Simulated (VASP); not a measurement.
Runs of VASP 6.6.1 on GaN. Symmetry: P6_3mc, No. 186, hexagonal system. Conventional cell: a = 3.183 Å, b = 3.183 Å, c = 5.184 Å, α = 90.00°, β = 90.00°, γ = 120.00°. Ga (site symmetry 3m) has 4 N at 1.95 Å within 2.6 Å. Within 2.6 Å of N (site symmetry 3m) lie 4 Ga at 1.95 Å. 

```csv
level,potentials or basis,k mesh,gap on the mesh (eV),pressure (GPa)
LDA,"VASP PAW LDA potentials, release 64 (Ga_d, N)",6 × 6 × 4,1.95,-4.4
PBE,"VASP PAW PBE potentials, release 64 (Ga_d, N)",9 × 9 × 4,1.94,6.3
r2SCAN,"VASP PAW PBE potentials, release 64 (Ga_d, N)",6 × 6 × 4,2.34,(a)
PBE,"VASP PAW PBE potentials, release 64 (Ga_d, N)",6 × 6 × 4,1.94,6.3
```

Alike in all rows: task single point; no spin polarisation; cell as given; cutoff (eV) 520; smearing gaussian 0.01 eV.

Problem. Fill in the values left out.

Solution. (a) 1.1.

Caveats: the PAW data sets were made with another functional, which shifts forces and pressure a little (some runs).

A k mesh can miss the band edges, and the runs leave out spin-orbit coupling on Ga.
